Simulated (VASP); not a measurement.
Wanted: the native input for a VASP 6.6.1 run.

```
Task                   : single point
Functional             : PBE
Potentials or basis    : VASP PAW PBE potentials, release 64 (W_sv, C)
Cutoff                 : 520 eV
k mesh                 : 9 × 9 × 1
Occupations            : gaussian, width 0.1 eV
Spin                   : no spin polarisation
Dipole correction      : yes
Further INCAR settings : ALGO = Normal; EDIFF = 1e-07; NBANDS = 31
```

The structure of W3C lies in POSCAR:

```
W3C
1.0
    2.8545944806      0.0000000000      0.0000000000
   -1.4272972403      2.4721513377      0.0000000000
    0.0000000000      0.0000000000     21.6971108210
W C
3 1
Direct
    0.6666666667      0.3333333333      0.1843563428
    0.3333333333      0.6666666667      0.2926027619
    0.0000000000      0.0000000000      0.4008418859
    0.4444444444     -0.4444444444      0.5911898099
```

One way to write it, as run:

INCAR

```
SYSTEM = W3C
ALGO = Normal
DIPOL = 0.5 0.5 0.367
EDIFF = 1E-7
ENCUT = 520
GGA = PE
IDIPOL = 3
ISIF = 2
ISMEAR = 0
LASPH = .TRUE.
LCHARG = .FALSE.
LDIPOL = .TRUE.
LREAL = .FALSE.
LWAVE = .FALSE.
NBANDS = 31
NELM = 80
PREC = Accurate
SIGMA = 0.1
```

KPOINTS

```
k-points
0
G
  9 9 1
  0 0 0
```

Potentials or basis: VASP PAW PBE potentials, release 64 (W_sv, C).

The run is started by

```bash
$ cat potpaw_PBE.64/W_sv/POTCAR potpaw_PBE.64/C/POTCAR > POTCAR
$ mpirun -np 1 vasp_std > vasp.out
```

It gave:

The largest force is 0.241 eV/Å and the band gap on the k mesh is zero (band 23 reaches 0.90 eV, above the bottom of band 24 at -0.35 eV).

Caveat: spin-orbit coupling is left out, which moves the levels of the heavy elements.

Run time: 3.3 min on 1 thread of Intel(R) Xeon(R) 6975P-C (Granite Rapids), on a shared host, peak memory 0.34 GiB.
